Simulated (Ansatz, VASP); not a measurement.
**SiTe3: VASP beside Ansatz**

```
Si Te
1.0
     4.70735    0.00000    0.00000
     0.00000    4.70735    0.00000
     0.00000    0.00000    4.70735
Si Te
1 3
Direct
  0.00000 0.00000 0.00000
  0.50000 0.00000 0.50000
  0.00000 0.50000 0.50000
  0.50000 0.50000 0.00000
```

Change from the starting cell: species swapped into the Sc3Al type (Pm-3m, No. 221).

Alike in both runs: task relaxation of cell and atoms; functional PBE; k mesh 10 × 10 × 10; occupations gaussian, width 0.1 eV; no spin polarisation.

```csv
,VASP,Ansatz
version,VASP 6.6.1,Ansatz 0.2.0
potentials or method,"VASP PAW PBE potentials, release 64 (Si, Te), cutoff 600 eV","scalar-relativistic, plane waves, PAW"
valence electrons in the cell,22,52
```

|  | VASP | Ansatz | Ansatz less VASP |
| --- | --- | --- | --- |
| gap on the k mesh at the Fermi level, each at its own relaxed structure (eV) | none | none | - |
| relaxed volume (Å³/atom) | 26.01 | 26.08 | +0.071 |
| relaxed cell length with the largest relative difference (Å) | 4.703 | 4.707 | +0.0043 |

A gap of «none» marks a metal or a gap that the smearing closes. VASP's potentials hold 22 valence electrons a cell and Ansatz's 52, so a difference there can come from the potentials and not from the codes.

Spin-orbit coupling is off throughout.
